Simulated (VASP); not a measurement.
# Ag (Im-3m) in VASP: further runs

Ag is run at these levels: r2SCAN; tasks: single point.

All numbers are computed with VASP 6.6.1; they aren't measurements. Logs are shortened: lines on timing, memory, paths and dates and some standing lists are left out, and cuts for length are marked.

### 1 The cell of the first run

Symmetry: Im-3m, No. 229, cubic system. Conventional cell: a = 3.146 Å, b = 3.146 Å, c = 3.146 Å, α = 90.00°, β = 90.00°, γ = 90.00°. Within 3.6 Å of Ag (site symmetry m-3m) lie 14 Ag at 2.72 to 3.15 Å.

### 2 Single point, r2SCAN (strain -0.050 along x and y, -0.050 along z)

The input, POSCAR:

```
Ag
1.0
   -1.5728713000      1.5728713000      1.5728713000
    1.5728713000     -1.5728713000      1.5728713000
    1.5728713000      1.5728713000     -1.5728713000
Ag
1
Direct
    0.0000000000      0.0000000000      0.0000000000
```

The input, INCAR.step1:

```
  ALGO = Normal
  EDIFF = 1E-4
  ENCUT = 520
  GGA = PE
  ISMEAR = 0
  LASPH = True
  LCHARG = False
  LREAL = False
  LWAVE = True
  NBANDS = 12
  NELM = 80
  PREC = Accurate
  SIGMA = 0.15
```

The input, INCAR.step2:

```
  ALGO = Normal
  EDIFF = 1E-7
  ENCUT = 520
  ISIF = 2
  ISMEAR = 0
  ISTART = 1
  LASPH = True
  LCHARG = True
  LELF = True
  LMIXTAU = True
  LREAL = False
  LVHAR = True
  LWAVE = False
  METAGGA = R2SCAN
  NBANDS = 12
  NELM = 80
  PREC = Accurate
  SIGMA = 0.15
```

The input, KPOINTS:

```
k-points
0
Gamma
  20 20 20
```

Potentials or basis: VASP PAW PBE potentials, release 64 (Ag).

Run with:

```bash
$ cat potpaw_PBE.64/Ag/POTCAR > POTCAR
$ cp INCAR.step1 INCAR
$ mpirun -np 1 vasp_std > vasp.out
$ cp INCAR.step2 INCAR
$ mpirun -np 1 vasp_std > vasp.out
```

OUTCAR:

```text
EDIFF = 1E-7
   ENCUT = 520
   ISIF = 2
   ISMEAR = 0
   ISTART = 1
   LASPH = True
   LREAL = False
   METAGGA = R2SCAN
   NELM = 80
   PREC = Accurate

 ion  position               nearest neighbor table
   1  0.000  0.000  0.000-

  LATTYP: Found a body centered cubic cell.
 ALAT       =     3.1457426000

  Lattice vectors:

 A1 = (  -1.5728713000,   1.5728713000,   1.5728713000)
 A2 = (   1.5728713000,  -1.5728713000,   1.5728713000)
 A3 = (   1.5728713000,   1.5728713000,  -1.5728713000)

Analysis of symmetry for initial positions (statically):
=====================================================================
 Subroutine PRICEL returns:
 Original cell was already a primitive cell.

 Routine SETGRP: Setting up the symmetry group for a
 body centered cubic supercell.

 Subroutine GETGRP returns: Found 48 space group operations
 (whereof 48 operations were pure point group operations)
 out of a pool of 48 trial point group operations.

The static configuration has the point symmetry O_h .

Analysis of symmetry for dynamics (positions and initial velocities):
=====================================================================
 Subroutine PRICEL returns:
 Original cell was already a primitive cell.

 Routine SETGRP: Setting up the symmetry group for a
 body centered cubic supercell.

 Subroutine GETGRP returns: Found 48 space group operations
 (whereof 48 operations were pure point group operations)
 out of a pool of 48 trial point group operations.

The dynamic configuration has the point symmetry O_h .

 Subroutine INISYM returns: Found 48 space group operations
 (whereof 48 operations are pure point group operations),
 and found     1 'primitive' translations

----------------------------------------------------------------------------------------

                                     Primitive cell

  volume of cell :      15.5647

  direct lattice vectors                    reciprocal lattice vectors
    -1.572871300  1.572871300  1.572871300     0.000000000  0.317889963  0.317889963
     1.572871300 -1.572871300  1.572871300     0.317889963  0.000000000  0.317889963
     1.572871300  1.572871300 -1.572871300     0.317889963  0.317889963  0.000000000

  length of vectors
     2.724293005  2.724293005  2.724293005     0.449564298  0.449564298  0.449564298

  position of ions in fractional coordinates (direct lattice)
     0.000000000  0.000000000  0.000000000

  ion indices of the primitive-cell ions
   primitive index   ion index
                 1           1

----------------------------------------------------------------------------------------

 KPOINTS: k-points

Automatic generation of k-mesh.
 Grid dimensions read from file:
 generate k-points for:   20   20   20

 Generating k-lattice:

  Cartesian coordinates                     Fractional coordinates (reciprocal lattice)
     0.000000000  0.015894498  0.015894498     0.050000000  0.000000000  0.000000000
     0.015894498  0.000000000  0.015894498     0.000000000  0.050000000  0.000000000
     0.015894498  0.015894498  0.000000000     0.000000000  0.000000000  0.050000000

  Length of vectors
     0.022478215  0.022478215  0.022478215

  Shift w.r.t. Gamma in fractional coordinates (k-lattice)
     0.000000000  0.000000000  0.000000000

 Subroutine IBZKPT returns following result:
 ===========================================

 Found    256 irreducible k-points:

 Following reciprocal coordinates:
            Coordinates               Weight
  0.000000  0.000000  0.000000      1.000000
  0.050000  0.000000  0.000000     12.000000
  0.100000  0.000000  0.000000     12.000000
  0.150000  0.000000  0.000000     12.000000
  0.200000  0.000000  0.000000     12.000000
  0.250000  0.000000  0.000000     12.000000
[... 16 lines left out ...]
  0.200000  0.100000 -0.000000     48.000000
  0.250000  0.100000  0.000000     48.000000
 [... further k-points ...]
   k-points           NKPTS =    256   k-points in BZ     NKDIM =    256   number of bands    NBANDS=     12
   number of dos      NEDOS =    301   number of ions     NIONS =      1
   total plane-waves  NPLWV =   8000
   dimension x,y,z NGX =    20 NGY =   20 NGZ =   20
   dimension x,y,z NGXF=    40 NGYF=   40 NGZF=   40
   ions per type =               1
   NGX,Y,Z   is equivalent  to a cutoff of  12.20, 12.20, 12.20 a.u.
   NGXF,Y,Z  is equivalent  to a cutoff of  24.41, 24.41, 24.41 a.u.
 SYSTEM =  unknown system
   PREC   = accura    normal or accurate (medium, high low for compatibility)
   ISTART =      1    job   : 0-new  1-cont  2-samecut
   ICHARG =      0    charge: 1-file 2-atom 10-const
   ISPIN  =      1    spin polarized calculation?
   LNONCOLLINEAR =      F non collinear calculations
   LSORBIT =      F    spin-orbit coupling
   LASPH  =      T    aspherical Exc in radial PAW
   ENCUT  =  520.0 eV  38.22 Ry    6.18 a.u.   5.07  5.07  5.07*2*pi/ulx,y,z
   NELM   =     80;   NELMIN=  2; NELMDL=  0     # of ELM steps
   EDIFF  = 0.1E-06   stopping-criterion for ELM
   LREAL  =      F    real-space projection
   EDIFFG = 0.1E-05   stopping-criterion for IOM
   NSW    =      0    number of steps for IOM
   IBRION =     -1    ionic relax: 0-MD 1-quasi-New 2-CG
   NFREE  =      0    steps in history (QN), initial steepest desc. (CG)
   ISIF   =      2    stress and relaxation
   ISYM   =      2    0-nonsym 1-usesym 2-fastsym
   POTIM  = 0.5000    time-step for ionic-motion
   TEBEG  =    0.0;   TEEND  =   0.0 temperature during run
   PSTRESS=    0.0 pullay stress
   NELECT =      11.0000    total number of electrons
   NUPDOWN=      -1.0000    fix difference up-down
   EMIN   =  10.00;   EMAX   =-10.00  energy-range for DOS
   EFERMI =   0.00;   METHOD = LEGACY
   ISMEAR =     0;   SIGMA  =   0.15  broadening in eV -4-tet -1-fermi 0-gaus
   EFERMI_NEDOS =   21; number of points for ismear=-14 and -15
   IALGO  =     38    algorithm
   IMIX   =      4    mixing-type and parameters
     AMIX     =   0.40;   BMIX     =  1.00
     AMIX_MAG =   1.60;   BMIX_MAG =  1.00
  volume/ion in A,a.u.               =      15.56       105.04
  Fermi-wavevector in a.u.,A,eV,Ry     =   1.458229  2.755654 28.931880  2.126433
  Thomas-Fermi vector in A             =   2.574938
   LORBIT       =      0    0 simple, 1 ext, 2 COOP (PROOUT), +10 PAW based schemes
   METAGGA = R2SCAN    functional components
   LHFCALC =     F    Hartree Fock is set to
   AEXX    =    0.0000 exact exchange contribution
   IVDW    =     0    specifies the selected vdW correction
   LEPSILON=     F    determine dielectric tensor
   LRPA    =     F    only Hartree local field effects (RPA)
 non-spin polarized calculation
 Gauss-broadening in eV      SIGMA  =   0.15
  energy-cutoff  :      520.00
  volume of cell :       15.56
 maximum number of plane-waves:       431
   NGX = 11   NGY = 11   NGZ = 11

 number of electron      11.0000008 magnetization

 Free energy of the ion-electron system (eV)
  ---------------------------------------------------
  ext. energy  EPLUGINS =         0.00000000
  ---------------------------------------------------
  free energy    TOTEN  =       -21.23950233 eV

  energy without entropy =      -21.23421402  energy(sigma->0) =      -21.23685817

 E-fermi :   9.7970     XC(G=0): -13.6198

 val. band max:        9.7682180749   @ k =  -0.4000   0.4500   0.1000
 cond. band min:       9.7983574828   @ k =   0.5000   0.5000   0.0500
 fundamental gap:      0.0301394079
 Fermi energy:         9.7969827854

 k-point     1 :       0.0000    0.0000    0.0000
  band No.  band energies     occupation
      1       1.0801      2.00000
      2       4.1198      2.00000
      3       4.1198      2.00000
      4       4.1198      2.00000
      5       5.6970      2.00000
      6       5.6970      2.00000
      7      28.8248      0.00000
      8      28.8248      0.00000
      9      28.8248      0.00000
     10      36.2274      0.00000
     11      36.2274      0.00000
     12      36.9472      0.00000

 k-point     2 :       0.0500    0.0000    0.0000
  band No.  band energies     occupation
      1       1.1728      2.00000
      2       4.0948      2.00000
      3       4.1234      2.00000
      4       4.1765      2.00000
      5       5.6687      2.00000
      6       5.6988      2.00000
      7      28.6538      0.00000
      8      28.8144      0.00000
      9      28.9045      0.00000
     10      34.9689      0.00000
     11      35.4293      0.00000
     12      36.3006      0.00000

 k-point     3 :       0.1000    0.0000    0.0000
  band No.  band energies     occupation
      1       1.4419      2.00000
      2       4.0229      2.00000
      3       4.1353      2.00000
      4       4.3434      2.00000
      5       5.5965      2.00000
      6       5.7045      2.00000
      7      28.0493      0.00000
      8      28.7007      0.00000
      9      29.1337      0.00000
     10      33.8339      0.00000
     11      34.0892      0.00000
     12      34.9269      0.00000
[... 286 lines left out ...]
 k-point    23 :       0.2000    0.1000   -0.0000
  band No.  band energies     occupation
      1       2.8263      2.00000
      2       3.6841      2.00000
      3       4.2753      2.00000
      4       5.3725      2.00000
      5       5.7177      2.00000
      6       6.0038      2.00000
      7      23.2070      0.00000
      8      25.4799      0.00000
      9      28.4607      0.00000
     10      30.5092      0.00000
     11      34.1774      0.00000
     12      34.9565      0.00000

 k-point    24 :       0.2500    0.1000    0.0000
  band No.  band energies     occupation
      1       2.8660      2.00000
      2       3.5397      2.00000
      3       4.7612      2.00000
      4       5.4165      2.00000
      5       5.8461      2.00000
      6       6.6724      2.00000
      7      21.0763      0.00000
      8      24.7038      0.00000
      9      27.3746      0.00000
     10      30.9557      0.00000
     11      34.7895      0.00000
     12      34.9558      0.00000

 [... further k-points ...]
[... 5 lines left out ...]
  --------------------------------------------------------------------------------------
  -------------------------------------------------------------------------------------
  Total        1.5455657      1.5455657      1.5455657      0.0000000     -0.0000000      0.0000000
  in kB      159.0957167    159.0957167    159.0957167      0.0000000     -0.0000000      0.0000000
  external PRESSURE =     159.0957167 kB  Pullay stress =       0.0000000 kB

 VOLUME and BASIS-vectors are now :
 -----------------------------------------------------------------------------
  energy-cutoff  :      520.00
  volume of cell :       15.56
      direct lattice vectors                 reciprocal lattice vectors
    -1.572871300  1.572871300  1.572871300     0.000000000  0.317889963  0.317889963
     1.572871300 -1.572871300  1.572871300     0.317889963  0.000000000  0.317889963
     1.572871300  1.572871300 -1.572871300     0.317889963  0.317889963  0.000000000

 POSITION                                       TOTAL-FORCE (eV/Angst)
 -----------------------------------------------------------------------------------
      0.00000      0.00000      0.00000        -0.000000      0.000000     -0.000000
 -----------------------------------------------------------------------------------
    total drift:                                0.000000     -0.000000      0.000000

  FREE ENERGIE OF THE ION-ELECTRON SYSTEM (eV)
  ---------------------------------------------------
  free  energy   TOTEN  =       -21.2395023288 eV

  energy  without entropy=      -21.2342140161  energy(sigma->0) =      -21.23685817
```

Run time: 2.4 min. Hardware: 1 thread of Intel Xeon Platinum 8259CL at 2.50GHz (Skylake/Cascade Lake), shared host; peak memory 0.16 GiB.

Results:

| Item | Value |
| --- | --- |
| Free energy | -21.2395 eV |
| Pressure | 15.9 GPa |

Caveat: the cell differs from its parent crystal (strain -0.050 along x and y, -0.050 along z); the PAW data sets were made with another functional, which shifts forces and pressure a little.

### 3 Single point, r2SCAN (strain -0.025 along x and y, -0.025 along z)

The input, POSCAR:

```
Ag
1.0
   -1.6142626500      1.6142626500      1.6142626500
    1.6142626500     -1.6142626500      1.6142626500
    1.6142626500      1.6142626500     -1.6142626500
Ag
1
Direct
    0.0000000000      0.0000000000      0.0000000000
```

The input, INCAR.step1:

```
SYSTEM = Ag
ALGO = Normal
EDIFF = 1E-4
ENCUT = 520
GGA = PE
ISMEAR = 0
LASPH = .TRUE.
LCHARG = .FALSE.
LREAL = .FALSE.
LWAVE = .TRUE.
NBANDS = 12
NELM = 100
PREC = Accurate
SIGMA = 0.15
```

The input, INCAR.step2:

```
SYSTEM = Ag
ALGO = Normal
EDIFF = 1E-6
ENCUT = 520
ISIF = 2
ISMEAR = 0
ISTART = 1
LASPH = .TRUE.
LCHARG = .FALSE.
LMIXTAU = .TRUE.
LREAL = .FALSE.
LWAVE = .FALSE.
METAGGA = R2SCAN
NBANDS = 12
NELM = 100
PREC = Accurate
SIGMA = 0.15
```

The input, KPOINTS:

```
k-points
0
G
  20 20 20
  0 0 0
```

Potentials or basis: VASP PAW PBE potentials, release 64 (Ag).

Run with:

```bash
$ cat potpaw_PBE.64/Ag/POTCAR > POTCAR
$ cp INCAR.step1 INCAR
$ mpirun -np 1 vasp_std > vasp.out
$ cp INCAR.step2 INCAR
$ mpirun -np 1 vasp_std > vasp.out
```

It took 2 min on 1 thread of Intel Xeon Platinum 8259CL at 2.50GHz (Skylake/Cascade Lake), shared host; peak memory 0.18 GiB.

The run converged. Its results:

* Free energy: -21.3151 eV
* Pressure: 4.1 GPa

Levels at points of the mesh, in eV from the Fermi level:
```csv
k point,band 4,band 5,band 6,band 7,band 8,band 9
"(0.00, 0.00, 0.00)",-5.34,-3.95,-3.95,18.75,18.75,18.75
"(0.50, 0.00, 0.00)",-3.83,-2.88,-0.05,4.36,13.94,15.24
"(0.50, 0.50, 0.50)",-3.14,-3.14,7.27,7.27,7.27,13.53
```

Caveat: the cell differs from its parent crystal (strain -0.025 along x and y, -0.025 along z); the PAW data sets were made with another functional, which shifts forces and pressure a little.
